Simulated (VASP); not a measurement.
SrCl2, 6 atoms in the cell. The typed cell holds 6 atoms: a = 5.945 Å, b = 5.945 Å, c = 5.945 Å, α = 112.46°, β = 112.45°, γ = 103.65°. 

| Item | Value |
| --- | --- |
| Program | VASP 6.6.1 |
| Task | single point |
| Functional | r2SCAN |
| Dispersion | rVV10 |
| Potentials or basis | VASP PAW PBE potentials, release 64 (Sr_sv, Cl) |
| Cutoff | 520 eV |
| k mesh | 6 × 6 × 6 |
| Occupations | fermi-dirac, width 0.03 eV |
| Spin | no spin polarisation |
| Dipole correction | no |
| Further INCAR settings | ALGO = Normal; EDIFF = 1e-06; NBANDS = 33 |

Potentials or basis: VASP PAW PBE potentials, release 64 (Sr_sv, Cl).

Run with:

```bash
$ cat potpaw_PBE.64/Sr_sv/POTCAR potpaw_PBE.64/Cl/POTCAR > POTCAR
$ cp INCAR.step1 INCAR
$ mpirun -np 1 vasp_std > vasp.out
$ cp INCAR.step2 INCAR
$ mpirun -np 1 vasp_std > vasp.out
```

Hardware: 1 thread of Intel(R) Xeon(R) Platinum 8488C (Sapphire Rapids) (shared host).

Q: How long does it take, and how much memory?

A: It took 15 min on 1 thread of Intel(R) Xeon(R) Platinum 8488C (Sapphire Rapids), on a shared host, peak memory 0.82 GiB. Counts: k points 46.
